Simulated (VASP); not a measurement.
# CdSe (P6_3/mmc) in VASP: density of states with PBE

Aim: the density of states of CdSe with PBE.

Everything below comes from runs of VASP 6.6.1. Logs are shortened: lines on timing, memory, paths and dates and some standing lists are left out, and cuts for length are marked.

## (1) The cell of the first run

It takes space group P6_3/mmc (No. 194, hexagonal). The conventional cell has a = 4.063 Å, b = 4.063 Å, c = 6.697 Å, α = 90.00°, β = 90.00°, γ = 120.00°. Within 3.8 Å of Cd (site symmetry -3m) lie 6 Se at 2.88 Å and 2 Cd at 3.35 Å. Se (site symmetry -6m2) has 6 Cd at 2.88 Å within 3.8 Å.

## (2) Density of states, PBE

POSCAR

```
CdSe
1.0
    4.0634045328      0.0000000000      0.0000000000
   -2.0317022664      3.5190115513      0.0000000000
    0.0000000000      0.0000000000      6.6969154597
Cd Se
2 2
Direct
    0.0000000000      0.0000000000      0.0000000000
    0.0000000000      0.0000000000      0.5000000000
    0.3333333333      0.6666666667      0.7500000000
    0.6666666667      0.3333333333      0.2500000000
```

INCAR.step1

```
SYSTEM = CdSe
  PREC = Accurate
  ENCUT = 520
  EDIFF = 1E-7
  ISMEAR = 0
  SIGMA = 0.1
  LREAL = .False.
  LASPH = .True.
  NELM = 100
  ALGO = Normal
  ISIF = 2
  LWAVE = .False.
  LCHARG = .True.
  GGA = PE
  NBANDS = 26
```

KPOINTS.step1

```
Automatic mesh
0
Gamma
  12 12 8
  0 0 0
```

INCAR.step2

```
SYSTEM = CdSe
  PREC = Accurate
  ENCUT = 520
  EDIFF = 1E-7
  ISMEAR = -5
  SIGMA = 0.1
  LREAL = .False.
  LASPH = .True.
  NELM = 100
  ALGO = Normal
  ISIF = 2
  LWAVE = .False.
  LCHARG = .False.
  GGA = PE
  LORBIT = 11
  NEDOS = 2001
  ICHARG = 11
```

KPOINTS.step2

```
Automatic mesh
0
Gamma
  18 18 12
  0 0 0
```

Potentials or basis: VASP PAW PBE potentials, release 64 (Cd, Se).

Started as:

```sh
cat potpaw_PBE.64/Cd/POTCAR potpaw_PBE.64/Se/POTCAR > POTCAR
cp INCAR.step1 INCAR
cp KPOINTS.step1 KPOINTS
mpirun -np 1 vasp_std > vasp.out
cp INCAR.step2 INCAR
cp KPOINTS.step2 KPOINTS
mpirun -np 1 vasp_std > vasp.out
```

OUTCAR:

```text
SYSTEM = CdSe
   PREC = Accurate
   ENCUT = 520
   EDIFF = 1E-7
   ISMEAR = -5
   LREAL = .False.
   LASPH = .True.
   NELM = 100
   ISIF = 2
   GGA = PE
   LORBIT = 11
   ICHARG = 11

 ion  position               nearest neighbor table
   1  0.000  0.000  0.000-   3 2.88   4 2.88   4 2.88   3 2.88   4 2.88   3 2.88   2 3.35   2 3.35

   2  0.000  0.000  0.500-   3 2.88   4 2.88   4 2.88   3 2.88   4 2.88   3 2.88   1 3.35   1 3.35

   3  0.333  0.667  0.750-   1 2.88   2 2.88   1 2.88   2 2.88   1 2.88   2 2.88
   4  0.667  0.333  0.250-   1 2.88   2 2.88   1 2.88   2 2.88   1 2.88   2 2.88

  LATTYP: Found a hexagonal cell.
 ALAT       =     4.0634045328
 C/A-ratio  =     1.6481045403

  Lattice vectors:

 A1 = (   4.0634045328,   0.0000000000,   0.0000000000)
 A2 = (  -2.0317022664,   3.5190115513,   0.0000000000)
 A3 = (   0.0000000000,   0.0000000000,   6.6969154597)

Analysis of symmetry for initial positions (statically):
=====================================================================
 Subroutine PRICEL returns:
 Original cell was already a primitive cell.

 Routine SETGRP: Setting up the symmetry group for a
 hexagonal supercell.

 Subroutine GETGRP returns: Found 24 space group operations
 (whereof 12 operations were pure point group operations)
 out of a pool of 24 trial point group operations.

The static configuration has the point symmetry D_3d.
 The point group associated with its full space group is D_6h.

Analysis of symmetry for dynamics (positions and initial velocities):
=====================================================================
 Subroutine PRICEL returns:
 Original cell was already a primitive cell.

 Routine SETGRP: Setting up the symmetry group for a
 hexagonal supercell.

 Subroutine GETGRP returns: Found 24 space group operations
 (whereof 12 operations were pure point group operations)
 out of a pool of 24 trial point group operations.

The dynamic configuration has the point symmetry D_3d.
 The point group associated with its full space group is D_6h.

 Subroutine INISYM returns: Found 24 space group operations
 (whereof 12 operations are pure point group operations),
 and found     1 'primitive' translations

----------------------------------------------------------------------------------------

                                     Primitive cell

  volume of cell :      95.7603

  direct lattice vectors                    reciprocal lattice vectors
     4.063404533  0.000000000  0.000000000     0.246099051  0.142085353  0.000000000
    -2.031702266  3.519011551  0.000000000     0.000000000  0.284170707  0.000000000
     0.000000000  0.000000000  6.696915460     0.000000000  0.000000000  0.149322476

  length of vectors
     4.063404533  4.063404533  6.696915460     0.284170707  0.284170707  0.149322476

  position of ions in fractional coordinates (direct lattice)
     0.000000000  0.000000000  0.000000000
     0.000000000  0.000000000  0.500000000
     0.333333333  0.666666667  0.750000000
     0.666666667  0.333333333  0.250000000

  ion indices of the primitive-cell ions
   primitive index   ion index
                 1           1
                 2           2
                 3           3
                 4           4

----------------------------------------------------------------------------------------

 KPOINTS: Automatic mesh

Automatic generation of k-mesh.
 Grid dimensions read from file:
 generate k-points for:   18   18   12

 Generating k-lattice:

  Cartesian coordinates                     Fractional coordinates (reciprocal lattice)
     0.013672170  0.007893631  0.000000000     0.055555556 -0.000000000  0.000000000
     0.000000000  0.015787261  0.000000000     0.000000000  0.055555556  0.000000000
     0.000000000  0.000000000  0.012443540     0.000000000  0.000000000  0.083333333

  Length of vectors
     0.015787261  0.015787261  0.012443540

  Shift w.r.t. Gamma in fractional coordinates (k-lattice)
     0.000000000  0.000000000  0.000000000

 TETIRR: Found   3954 inequivalent tetrahedra from    23328

 Subroutine IBZKPT returns following result:
 ===========================================

 Found    259 irreducible k-points:

 Following reciprocal coordinates:
            Coordinates               Weight
  0.000000  0.000000  0.000000      1.000000
  0.055556 -0.000000  0.000000      6.000000
  0.111111 -0.000000  0.000000      6.000000
  0.166667  0.000000  0.000000      6.000000
  0.222222  0.000000  0.000000      6.000000
  0.277778  0.000000  0.000000      6.000000
[... 16 lines left out ...]
  0.333333  0.111111  0.000000     12.000000
  0.388889  0.111111  0.000000     12.000000
 [... further k-points ...]
   k-points           NKPTS =    259   k-points in BZ     NKDIM =    259   number of bands    NBANDS=     22
   number of dos      NEDOS =   2001   number of ions     NIONS =      4
   total plane-waves  NPLWV =  45000
   dimension x,y,z NGX =    30 NGY =   30 NGZ =   50
   dimension x,y,z NGXF=    60 NGYF=   60 NGZF=  100
   ions per type =               2   2
   NGX,Y,Z   is equivalent  to a cutoff of  12.27, 12.27, 12.41 a.u.
   NGXF,Y,Z  is equivalent  to a cutoff of  24.55, 24.55, 24.82 a.u.
 SYSTEM =  CdSe
   PREC   = accura    normal or accurate (medium, high low for compatibility)
   ISTART =      0    job   : 0-new  1-cont  2-samecut
   ICHARG =     11    charge: 1-file 2-atom 10-const
   ISPIN  =      1    spin polarized calculation?
   LNONCOLLINEAR =      F non collinear calculations
   LSORBIT =      F    spin-orbit coupling
   LASPH  =      T    aspherical Exc in radial PAW
   ENCUT  =  520.0 eV  38.22 Ry    6.18 a.u.   7.56  7.56 12.45*2*pi/ulx,y,z
   NELM   =    100;   NELMIN=  2; NELMDL=  0     # of ELM steps
   EDIFF  = 0.1E-06   stopping-criterion for ELM
   LREAL  =      F    real-space projection
   EDIFFG = 0.1E-05   stopping-criterion for IOM
   NSW    =      0    number of steps for IOM
   IBRION =     -1    ionic relax: 0-MD 1-quasi-New 2-CG
   NFREE  =      0    steps in history (QN), initial steepest desc. (CG)
   ISIF   =      2    stress and relaxation
   ISYM   =      2    0-nonsym 1-usesym 2-fastsym
   POTIM  = 0.5000    time-step for ionic-motion
   TEBEG  =    0.0;   TEEND  =   0.0 temperature during run
   PSTRESS=    0.0 pullay stress
   NELECT =      36.0000    total number of electrons
   NUPDOWN=      -1.0000    fix difference up-down
   EMIN   =  10.00;   EMAX   =-10.00  energy-range for DOS
   EFERMI =   0.00;   METHOD = LEGACY
   ISMEAR =    -5;   SIGMA  =   0.10  broadening in eV -4-tet -1-fermi 0-gaus
   EFERMI_NEDOS =   21; number of points for ismear=-14 and -15
   IALGO  =     38    algorithm
   IMIX   =      4    mixing-type and parameters
     AMIX     =   0.40;   BMIX     =  1.00
     AMIX_MAG =   1.60;   BMIX_MAG =  1.00
  volume/ion in A,a.u.               =      23.94       161.56
  Fermi-wavevector in a.u.,A,eV,Ry     =   1.181536  2.232780 18.994121  1.396028
  Thomas-Fermi vector in A             =   2.317808
   LORBIT       =     11    0 simple, 1 ext, 2 COOP (PROOUT), +10 PAW based schemes
   GGA     = PE    functional components
   LHFCALC =     F    Hartree Fock is set to
   AEXX    =    0.0000 exact exchange contribution
   IVDW    =     0    specifies the selected vdW correction
   LEPSILON=     F    determine dielectric tensor
   LRPA    =     F    only Hartree local field effects (RPA)
 non-spin polarized calculation
 Fermi weights with tetrahedron method with Bloechl corrections
  energy-cutoff  :      520.00
  volume of cell :       95.76
 maximum number of plane-waves:      2613

 number of electron      36.0000016 magnetization

 Free energy of the ion-electron system (eV)
  ---------------------------------------------------
  ext. energy  EPLUGINS =         0.00000000
  ---------------------------------------------------
  free energy    TOTEN  =       -10.30721404 eV

  energy without entropy =      -10.30721404  energy(sigma->0) =      -10.30721404

 E-fermi :   2.2028     XC(G=0):  -9.9343

 val. band max:        2.2046050951   @ k =   0.1667   0.0000   0.0000
 cond. band min:       2.1635435202   @ k =   0.0000   0.0000   0.0000
 fundamental gap:     -0.0410615748
 Fermi energy:         2.2028233491

 k-point     1 :       0.0000    0.0000    0.0000
  band No.  band energies     occupation
      1     -10.6583      2.00000
      2      -9.7839      2.00000
      3      -6.0380      2.00000
      4      -6.0065      2.00000
      5      -6.0065      2.00000
      6      -5.7423      2.00000
[... 14 lines left out ...]
     21       8.2987      0.00000
     22       8.2987      0.00000

 k-point     2 :       0.0556   -0.0000    0.0000
  band No.  band energies     occupation
      1     -10.6386      2.00000
      2      -9.7845      2.00000
      3      -6.0369      2.00000
      4      -6.0051      2.00000
      5      -5.9866      2.00000
      6      -5.7451      2.00000
[... 14 lines left out ...]
     21       8.1641      0.00000
     22       8.3162      0.00000

 k-point     3 :       0.1111   -0.0000    0.0000
  band No.  band energies     occupation
      1     -10.5806      2.00000
      2      -9.7862      2.00000
      3      -6.0342      2.00000
      4      -6.0019      2.00000
      5      -5.9281      2.00000
      6      -5.7558      2.00000
[... 14 lines left out ...]
     21       7.5139      0.00000
     22       7.8966      0.00000

 k-point     4 :       0.1667    0.0000    0.0000
  band No.  band energies     occupation
      1     -10.4886      2.00000
      2      -9.7886      2.00000
      3      -6.0309      2.00000
      4      -5.9994      2.00000
      5      -5.8347      2.00000
      6      -5.7821      2.00000
[... 14 lines left out ...]
     21       6.6479      0.00000
     22       7.7675      0.00000

 k-point     5 :       0.2222    0.0000    0.0000
  band No.  band energies     occupation
      1     -10.3701      2.00000
      2      -9.7910      2.00000
      3      -6.0285      2.00000
      4      -5.9998      2.00000
      5      -5.8152      2.00000
      6      -5.7873      2.00000
[... 14 lines left out ...]
     21       6.1607      0.00000
     22       7.9984      0.00000

 k-point     6 :       0.2778    0.0000    0.0000
  band No.  band energies     occupation
      1     -10.2363      2.00000
      2      -9.7923      2.00000
      3      -6.0289      2.00000
      4      -6.0038      2.00000
      5      -5.8508      2.00000
      6      -5.8108      2.00000
[... 14 lines left out ...]
     21       5.9930      0.00000
     22       8.2073      0.00000

 k-point     7 :       0.3333   -0.0000    0.0000
  band No.  band energies     occupation
      1     -10.1035      2.00000
      2      -9.7907      2.00000
      3      -6.0334      2.00000
      4      -6.0102      2.00000
      5      -5.8844      2.00000
      6      -5.8368      2.00000
[... 324 lines left out ...]
      6      -5.7872      2.00000
[... 14 lines left out ...]
     21       6.7472      0.00000
     22       7.5405      0.00000

 k-point    21 :       0.2222    0.1111    0.0000
  band No.  band energies     occupation
      1     -10.1938      2.00000
      2      -9.7933      2.00000
      3      -6.0451      2.00000
      4      -5.9751      2.00000
      5      -5.8382      2.00000
      6      -5.8054      2.00000
[... 14 lines left out ...]
     21       6.6227      0.00000
     22       7.9645      0.00000

 k-point    22 :       0.2778    0.1111    0.0000
  band No.  band energies     occupation
      1     -10.0669      2.00000
      2      -9.7923      2.00000
      3      -6.0498      2.00000
      4      -5.9741      2.00000
      5      -5.8670      2.00000
      6      -5.8266      2.00000
[... 14 lines left out ...]
     21       6.4412      0.00000
     22       7.8236      0.00000

 k-point    23 :       0.3333    0.1111    0.0000
  band No.  band energies     occupation
      1      -9.9617      2.00000
      2      -9.7857      2.00000
      3      -6.0528      2.00000
      4      -5.9766      2.00000
      5      -5.8910      2.00000
      6      -5.8478      2.00000
[... 14 lines left out ...]
     21       6.3004      0.00000
     22       7.7729      0.00000

 k-point    24 :       0.3889    0.1111    0.0000
  band No.  band energies     occupation
      1      -9.8990      2.00000
      2      -9.7712      2.00000
      3      -6.0535      2.00000
      4      -5.9811      2.00000
      5      -5.9067      2.00000
      6      -5.8638      2.00000
[... 14 lines left out ...]
     21       6.2161      0.00000
     22       7.7767      0.00000

 [... further k-points ...]
[... 5 lines left out ...]
  --------------------------------------------------------------------------------------
  -------------------------------------------------------------------------------------
  Total        0.1826355      0.1826355      0.1839581      0.0000000      0.0000000      0.0000000
  in kB        3.0556967      3.0556967      3.0778243      0.0000000      0.0000000      0.0000000
  external PRESSURE =       3.0630726 kB  Pullay stress =       0.0000000 kB

 VOLUME and BASIS-vectors are now :
 -----------------------------------------------------------------------------
  energy-cutoff  :      520.00
  volume of cell :       95.76
      direct lattice vectors                 reciprocal lattice vectors
     4.063404533  0.000000000  0.000000000     0.246099051  0.142085353  0.000000000
    -2.031702266  3.519011551  0.000000000     0.000000000  0.284170707  0.000000000
     0.000000000  0.000000000  6.696915460     0.000000000  0.000000000  0.149322476

 POSITION                                       TOTAL-FORCE (eV/Angst)
 -----------------------------------------------------------------------------------
      0.00000      0.00000      0.00000         0.000000      0.000000     -0.000000
      0.00000      0.00000      3.34846         0.000000      0.000000     -0.000000
     -0.00000      2.34601      5.02269        -0.000000      0.000000      0.000000
      2.03170      1.17300      1.67423         0.000000     -0.000000     -0.000000
 -----------------------------------------------------------------------------------
    total drift:                                0.000000     -0.000000      0.000000

  FREE ENERGIE OF THE ION-ELECTRON SYSTEM (eV)
  ---------------------------------------------------
  free  energy   TOTEN  =       -10.3072140359 eV

  energy  without entropy=      -10.3072140359  energy(sigma->0) =      -10.30721404

 total charge

# of ion       s       p       d       tot
------------------------------------------
    1        0.393   0.237   9.572  10.202
    2        0.393   0.237   9.572  10.202
    3        1.466   2.335   0.017   3.818
    4        1.466   2.335   0.017   3.818
--------------------------------------------------
tot          3.717   5.144  19.178  28.040
```

Wall time 5.3 min (1 thread of Intel Xeon 6975P-C (Granite Rapids), shared host); peak memory 0.57 GiB.

Results:

- Valence electrons inside the program's atomic spheres: Cd 10.20; Se 3.82

Levels at points of the mesh, in eV from the Fermi level:
```
           k point  band 16  band 17  band 18  band 19  band 20  band 21
(0.00, 0.00, 0.00)    -0.64    -0.19    -0.04    -0.04     2.83     6.10
(0.50, 0.00, 0.00)    -2.00    -1.69    -0.05     2.04     3.14     3.26
(0.00, 0.00, 0.50)    -0.32    -0.32    -0.32     2.40     2.40     6.33
(0.50, 0.00, 0.50)    -1.33    -1.17    -1.17     1.60     1.60     5.37
```

Caveat: tetrahedron occupations give inexact forces and stress in metals.
